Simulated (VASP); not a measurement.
# Sn (I4/mmm) in VASP: further runs, part 3 of 3

VASP 6.6.1.

**4. Single point, PBE+D4**

This run uses another cell than the first one, of 26.50 Å³/atom, 1.057 times its volume.

INCAR

```
SYSTEM = Sn
PREC = Accurate ; ENCUT = 520
EDIFF = 1E-6 ; ISMEAR = -1
SIGMA = 0.05 ; LREAL = .False.
LASPH = .True. ; NELM = 80
ALGO = Fast ; ISIF = 2
LWAVE = .False. ; LCHARG = .True.
GGA = PE ; IVDW = 13
LELF = .True. ; LVHAR = .True.
NBANDS = 13
```

KPOINTS

```
Automatic mesh
0
Gamma
  10 10 10
  0 0 0
```

POSCAR

```
Sn
1.0
   -1.9961187950      1.9961187950      1.6624514899
    1.9961187950     -1.9961187950      1.6624514899
    1.9961187950      1.9961187950     -1.6624514899
Sn
1
Direct
    0.0000000000      0.0000000000      0.0000000000
```

Potentials or basis: VASP PAW PBE potentials, release 64 (Sn_d).

On the command line:

```console
$ cat potpaw_PBE.64/Sn_d/POTCAR > POTCAR
$ mpirun -np 1 vasp_std > vasp.out
```

OUTCAR:

```text
SYSTEM = Sn
   PREC = Accurate
   ENCUT = 520
   EDIFF = 1E-6
   ISMEAR = -1
   LREAL = .False.
   LASPH = .True.
   NELM = 80
   ISIF = 2
   GGA = PE
   IVDW = 13

 ion  position               nearest neighbor table
   1  0.000  0.000  0.000-

  LATTYP: Found a body centered tetragonal cell.
 ALAT       =     3.9922375900
 C/A-ratio  =     0.8328419601

  Lattice vectors:

 A1 = (  -1.9961187950,   1.9961187950,   1.6624514899)
 A2 = (   1.9961187950,  -1.9961187950,   1.6624514899)
 A3 = (   1.9961187950,   1.9961187950,  -1.6624514899)

Analysis of symmetry for initial positions (statically):
=====================================================================
 Subroutine PRICEL returns:
 Original cell was already a primitive cell.

 Routine SETGRP: Setting up the symmetry group for a
 body centered tetragonal supercell.

 Subroutine GETGRP returns: Found 16 space group operations
 (whereof 16 operations were pure point group operations)
 out of a pool of 16 trial point group operations.

The static configuration has the point symmetry D_4h.

Analysis of symmetry for dynamics (positions and initial velocities):
=====================================================================
 Subroutine PRICEL returns:
 Original cell was already a primitive cell.

 Routine SETGRP: Setting up the symmetry group for a
 body centered tetragonal supercell.

 Subroutine GETGRP returns: Found 16 space group operations
 (whereof 16 operations were pure point group operations)
 out of a pool of 16 trial point group operations.

The dynamic configuration has the point symmetry D_4h.

 Subroutine INISYM returns: Found 16 space group operations
 (whereof 16 operations are pure point group operations),
 and found     1 'primitive' translations

----------------------------------------------------------------------------------------

[... 116 lines left out ...]
   LHFCALC =     F    Hartree Fock is set to
   AEXX    =    0.0000 exact exchange contribution
   IVDW    =    13    specifies the selected vdW correction
   LEPSILON=     F    determine dielectric tensor
   LRPA    =     F    only Hartree local field effects (RPA)
 non-spin polarized calculation
 RMM-DIIS sequential band-by-band and
  energy-cutoff  :      520.00
  volume of cell :       26.50
 maximum number of plane-waves:       738
   NGX = 13   NGY = 13   NGZ = 13

 number of electron      14.0000003 magnetization

 Free energy of the ion-electron system (eV)
  ---------------------------------------------------
  ext. energy  EPLUGINS =         0.00000000
  ---------------------------------------------------
  free energy    TOTEN  =        -3.77168589 eV

  energy without entropy =       -3.76696984  energy(sigma->0) =       -3.76932786

 E-fermi :   8.3559     XC(G=0): -10.4807

 val. band max:        8.3547124814   @ k =   0.5000   0.5000   0.4000
 cond. band min:       8.3985257624   @ k =   0.4000   0.3000   0.1000
 fundamental gap:      0.0438132810
 Fermi energy:         8.3558571513

 k-point     1 :       0.0000    0.0000    0.0000
  band No.  band energies     occupation
      1     -13.2159      2.00000
      2     -13.1422      2.00000
      3     -13.1422      2.00000
      4     -13.1207      2.00000
      5     -13.0072      2.00000
      6      -2.8977      2.00000
      7      15.5098      0.00000
      8      15.5098      0.00000
      9      17.8911      0.00000
     10      19.0007      0.00000
     11      20.2197      0.00000
     12      20.8883      0.00000
     13      20.8883      0.00000
[... 354 lines left out ...]
  band No.  band energies     occupation
      1     -13.1904      2.00000
      2     -13.1014      2.00000
      3     -13.0725      2.00000
      4     -13.0380      2.00000
      5     -13.0143      2.00000
      6       2.3639      2.00000
      7       5.7031      2.00000
      8       7.1603      2.00000
      9      12.8823      0.00000
     10      17.8419      0.00000
     11      19.9283      0.00000
     12      24.2512      0.00000
     13      24.9832      0.00000

 [... further k-points ...]

------------------------ aborting loop because EDIFF is reached ----------------------------------------

  DFT-D4 for vdW energy calculation

  Edisp (eV):   -0.43213

  FORCE on cell =-STRESS in cart. coord.  units (eV):
  Direction    XX          YY          ZZ          XY          YZ          ZX
  --------------------------------------------------------------------------------------
  -------------------------------------------------------------------------------------
  Total      -0.00112    -0.00112     0.00216     0.00000     0.00000     0.00000
  in kB      -0.06749    -0.06749     0.13045     0.00000     0.00000     0.00000
  external pressure =       -0.00 kB  Pullay stress =        0.00 kB

 VOLUME and BASIS-vectors are now :
 -----------------------------------------------------------------------------
  energy-cutoff  :      520.00
  volume of cell :       26.50
      direct lattice vectors                 reciprocal lattice vectors
    -1.996118795  1.996118795  1.662451490     0.000000000  0.250486094  0.300760656
     1.996118795 -1.996118795  1.662451490     0.250486094  0.000000000  0.300760656
     1.996118795  1.996118795 -1.662451490     0.250486094  0.250486094  0.000000000

 POSITION                                       TOTAL-FORCE (eV/Angst)
 -----------------------------------------------------------------------------------
      0.00000      0.00000      0.00000         0.000000     -0.000000     -0.000000
 -----------------------------------------------------------------------------------
    total drift:                                0.000000      0.000000     -0.000000

  FREE ENERGIE OF THE ION-ELECTRON SYSTEM (eV)
  ---------------------------------------------------
  free  energy   TOTEN  =        -4.2038121151 eV

  energy  without entropy=       -4.1990960654  energy(sigma->0) =       -4.20145409
```

OSZICAR:

```text
N       E                     dE             d eps       ncg     rms          rms(c)
DAV:   1     0.806175756836E+02    0.80618E+02   -0.72042E+03  2743   0.161E+03
DAV:   2     0.180199682414E+01   -0.78816E+02   -0.76080E+02  2832   0.338E+02
DAV:   3    -0.366991955270E+01   -0.54719E+01   -0.54384E+01  3168   0.726E+01
DAV:   4    -0.378185031465E+01   -0.11193E+00   -0.11191E+00  3115   0.111E+01
DAV:   5    -0.378566204765E+01   -0.38117E-02   -0.38117E-02  3414   0.199E+00    0.141E+00
RMM:   6    -0.377523760981E+01    0.10424E-01   -0.91345E-03  3337   0.126E+00    0.810E-01
RMM:   7    -0.377175264962E+01    0.34850E-02   -0.74379E-03  3289   0.104E+00    0.101E-01
RMM:   8    -0.377164889418E+01    0.10376E-03   -0.79536E-04  3655   0.424E-01    0.294E-02
RMM:   9    -0.377168216184E+01   -0.33268E-04   -0.31153E-04  4066   0.171E-01    0.196E-02
RMM:  10    -0.377168380812E+01   -0.16463E-05   -0.48738E-05  3576   0.104E-01    0.347E-03
RMM:  11    -0.377168571864E+01   -0.19105E-05   -0.27924E-05  4258   0.506E-02    0.614E-03
RMM:  12    -0.377168588630E+01   -0.16766E-06   -0.20485E-06  2385   0.153E-02
   1 F= -.42038121E+01 E0= -.42014541E+01  d E =-.471605E-02
```

stdout:

```text
POSCAR found type information on POSCAR Sn
 POSCAR found :  1 types and       1 ions
 scaLAPACK will be used
 LDA part: xc-table for (Slater+PW92), standard interpolation
 POSCAR, INCAR and KPOINTS ok, starting setup
 FFT: planning ... GRIDC
 FFT: planning ... GRID_SOFT
 FFT: planning ... GRID
 WAVECAR not read
 entering main loop
```

Run time: 17 s. Hardware: 1 thread of Intel Xeon Platinum 8259CL at 2.50GHz (Skylake/Cascade Lake), shared host; peak memory 0.15 GiB.

Results:

```
Free energy                : -4.2038 eV
Pressure                   : 0.0 GPa
Band gap on the k mesh     : zero (band 7 reaches 15.51 eV, above the bottom of band 8 at 6.21 eV)
Dispersion energy per atom : -0.432 eV
```

Caveat: spin-orbit coupling is left out, which moves the levels of the heavy elements; pairwise dispersion overbinds metals, which lowers pressure and volume.

**5. Single point, BLYP**

This run uses another cell than the first one, of 27.35 Å³/atom, 1.091 times its volume.

INCAR

```
SYSTEM = Sn
PREC = Accurate
ENCUT = 520
EDIFF = 1E-7
ISMEAR = -1
SIGMA = 0.05
LREAL = .False.
LASPH = .True.
NELM = 60
ALGO = Fast
ISIF = 2
LWAVE = .False.
LCHARG = .False.
GGA = B5
ALDAX = 1.0
AGGAX = 1.0
AGGAC = 1.0
ALDAC = 0.0
NBANDS = 13
```

KPOINTS

```
regular mesh
0
Gamma
  10 10 10
  0 0 0
```

POSCAR

```
Sn
1.0
   -2.0291894110      2.0291894110      1.6607599896
    2.0291894110     -2.0291894110      1.6607599896
    2.0291894110      2.0291894110     -1.6607599896
Sn
1
Direct
    0.0000000000      0.0000000000      0.0000000000
```

On the command line:

```console
$ cat potpaw_PBE.64/Sn_d/POTCAR > POTCAR
$ mpirun -np 1 vasp_std > vasp.out
```

Run time: 47 s. Hardware: 1 thread of Intel Xeon Platinum 8259CL at 2.50GHz (Skylake/Cascade Lake), shared host; peak memory 0.17 GiB.

The run converged. Its results:

* Free energy: -2.9012 eV
* Pressure: 5.5 GPa
* Band gap on the k mesh: zero (band 7 reaches 15.05 eV, above the bottom of band 8 at 6.54 eV)

Stress tensor (GPa, compression positive):
```
5.22 0.00 0.00
0.00 5.22 0.00
0.00 0.00 6.04
```

Levels at points of the mesh, in eV from the Fermi level:
| k point | band 3 | band 4 | band 5 | band 6 | band 7 | band 8 | band 9 | band 10 | band 11 | band 12 |
| --- | --- | --- | --- | --- | --- | --- | --- | --- | --- | --- |
| (0.00, 0.00, 0.00) | -21.45 | -21.45 | -21.33 | -11.03 | 6.62 | 6.62 | 9.06 | 10.39 | 11.74 | 12.78 |
| (0.50, 0.00, 0.00) | -21.38 | -21.31 | -21.29 | -5.87 | -4.04 | 2.96 | 4.32 | 7.48 | 7.62 | 13.92 |
| (0.50, 0.50, 0.00) | -21.42 | -21.38 | -21.29 | -7.36 | -4.53 | 5.62 | 7.61 | 10.57 | 11.15 | 12.01 |
| (0.50, 0.50, 0.50) | -21.31 | -21.31 | -21.28 | -3.59 | -1.55 | -1.55 | 2.47 | 3.49 | 6.39 | 18.90 |

Caveat: the PAW data sets were made with another functional, which shifts forces and pressure a little; spin-orbit coupling is left out, which moves the levels of the heavy elements.

**6. Single point, PBE**

This run uses another cell than the first one, of 27.35 Å³/atom, 1.091 times its volume.

INCAR

```
  PREC = Accurate
  ENCUT = 520
  EDIFF = 1E-7
  ISMEAR = 0
  SIGMA = 0.012
  LREAL = False
  LASPH = True
  NELM = 60
  ALGO = Normal
  ISIF = 2
  LWAVE = False
  LCHARG = False
  GGA = PE
  NBANDS = 13
```

KPOINTS

```
Automatic mesh
0
Gamma
  10 10 10
```

POSCAR is that of step 5.

Potentials or basis: VASP PAW PBE potentials, release 64 (Sn_d).

On the command line:

```console
$ cat potpaw_PBE.64/Sn_d/POTCAR > POTCAR
$ mpirun -np 1 vasp_std > vasp.out
```

Wall time 27 s (1 thread of Intel Xeon Platinum 8259CL at 2.50GHz (Skylake/Cascade Lake), shared host); peak memory 0.17 GiB.

The run converged. Its results:

```yaml
Free_energy: -3.7761 eV
Pressure: 0.7 GPa
Band_gap_on_the_k_mesh: zero (band 7 reaches 14.75 eV, above the bottom of band 8 at 5.95 eV)
```

Stress tensor (GPa, compression positive):
```
0.20 0.00 0.00
0.00 0.20 0.00
0.00 0.00 1.76
```

Levels at points of the mesh, in eV from the Fermi level:
```tsv
k point	band 4	band 5	band 6	band 7	band 8	band 9	band 10	band 11
(0.00, 0.00, 0.00)	-21.42	-21.31	-10.97	6.84	6.84	9.40	10.32	11.47
(0.50, 0.00, 0.00)	-21.28	-21.26	-5.69	-4.09	3.14	4.40	7.26	7.44
(0.50, 0.50, 0.00)	-21.35	-21.27	-7.20	-4.61	5.85	7.82	10.44	11.00
(0.50, 0.50, 0.50)	-21.28	-21.25	-3.33	-1.49	-1.49	2.59	3.12	6.16
```

Caveat: spin-orbit coupling is left out, which moves the levels of the heavy elements.

**7. Summary**

| level | cell | smearing | gap on the mesh (eV) | pressure (GPa) |
| --- | --- | --- | --- | --- |
| PBEsol+D3(BJ) | a = 3.214 Å, angles 105.1, 105.1, 118.7°, 1 atom | fermi-dirac 0.05 eV | none | -0.1 |
| PBE+D3(BJ) | a = 3.277 Å, angles 104.9, 104.9, 119.0°, 1 atom | fermi-dirac 0.05 eV | none | -0.1 |
| PBE+D4 | a = 3.276 Å, angles 104.9, 104.9, 119.0°, 1 atom | fermi-dirac 0.05 eV | none | 0.0 |
| BLYP | a = 3.316 Å, angles 104.5, 104.5, 119.9°, 1 atom | fermi-dirac 0.05 eV | none | 5.5 |
| PBE | a = 3.316 Å, angles 104.5, 104.5, 119.9°, 1 atom | gaussian 0.012 eV | none | 0.7 |

Alike in all rows: task single point; potentials or basis VASP PAW PBE potentials, release 64 (Sn_d); no spin polarisation; k mesh 10 × 10 × 10; cutoff (eV) 520.

Caveats: spin-orbit coupling is left out, which moves the levels of the heavy elements; pairwise dispersion overbinds metals, which lowers pressure and volume (some runs); the PAW data sets were made with another functional, which shifts forces and pressure a little (some runs).

Absolute energies hang on the potentials; compare differences alone.
